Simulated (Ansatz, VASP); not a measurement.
## Ga in VASP and in Ansatz

```xyz
1
Lattice="-1.3844 1.3844 2.3112 1.3844 -1.3844 2.3112 1.3844 1.3844 -2.3112" Properties=species:S:1:pos:R:3 pbc="T T T"
Ga    0.0000    0.0000    0.0000
```

Alike in both runs: task relaxation of cell and atoms; functional PBE; k mesh 22 × 22 × 22; occupations gaussian, width 0.1 eV; no spin polarisation.

|  | VASP | Ansatz |
| --- | --- | --- |
| version | VASP 6.6.1 | Ansatz 0.2.0 |
| potentials or method | VASP PAW PBE potentials, release 64 (Ga_d), cutoff 600 eV | scalar-relativistic, plane waves, PAW |
| valence electrons in the cell | 13 | 13 |

Ansatz gave:

```
gap on the k mesh at the Fermi level, each at its own relaxed structure (eV) : none
relaxed volume (Å³/atom)                                                     : 18.88
relaxed cell length with the largest relative difference (Å)                 : 3.066
```

Task: Estimate VASP's values.

Result: gap on the k mesh at the Fermi level, each at its own relaxed structure (eV): none; relaxed volume (Å³/atom): 18.88; relaxed cell length with the largest relative difference (Å): 3.068.

A gap of «none» marks a metal or a gap that the smearing closes.
